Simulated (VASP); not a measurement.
Here is a VASP 6.6.1 calculation.

File POSCAR:

```
C
1.0
    2.4454818684      0.0000000000      0.0000000000
   -1.2227409342      2.1178494226      0.0000000000
    0.0000000000      0.0000000000      8.5239542951
C
2
Direct
    0.6666666667      0.3333333333      0.0000000000
    0.3333333333      0.6666666667      0.0000000000
```

The input INCAR.step1:

```
PREC     = Accurate       # precision mode
ENCUT    = 520            # plane-wave cutoff, eV
EDIFF    = 1E-5           # SCF threshold, eV
ISMEAR   = -1             # smearing method
SIGMA    = 0.05           # smearing width, eV
LREAL    = F              # projectors in reciprocal space
LASPH    = T              # aspherical terms in the spheres
NELM     = 60             # most SCF steps
ALGO     = Normal         # electronic algorithm
ISIF     = 2              # what is computed and relaxed
LWAVE    = T              # write WAVECAR
LCHARG   = F              # write CHGCAR
GGA      = PE             # functional
NBANDS   = 11             # bands
```

File INCAR.step2:

```
PREC     = Accurate       # precision mode
ENCUT    = 520            # plane-wave cutoff, eV
EDIFF    = 1E-6           # SCF threshold, eV
ISMEAR   = -1             # smearing method
SIGMA    = 0.05           # smearing width, eV
LREAL    = F              # projectors in reciprocal space
LASPH    = T              # aspherical terms in the spheres
NELM     = 60             # most SCF steps
ALGO     = Normal         # electronic algorithm
ISIF     = 2              # what is computed and relaxed
LWAVE    = F              # write WAVECAR
LCHARG   = F              # write CHGCAR
GGA      = PS             # functional
LHFCALC  = T              # exact exchange
AEXX     = 0.25           # exact-exchange fraction
HFSCREEN = 0.207          # screening, 1/A
PRECFOCK = Normal       
ISTART   = 1            
NBANDS   = 11             # bands
```

The input KPOINTS:

```
regular mesh
0
Gamma
  6 6 2
```

Potentials or basis: VASP PAW PBE potentials, release 64 (C).

Launch:

```bash
$ cat potpaw_PBE.64/C/POTCAR > POTCAR
$ cp INCAR.step1 INCAR
$ mpirun -np 1 vasp_std > vasp.out
$ cp INCAR.step2 INCAR
$ mpirun -np 1 vasp_std > vasp.out
```

Question: Predict the band gap on the k mesh.

Answer: Zero (filled and empty bands touch).

Caveat: the k points lie up to 0.49 Å⁻¹ apart.
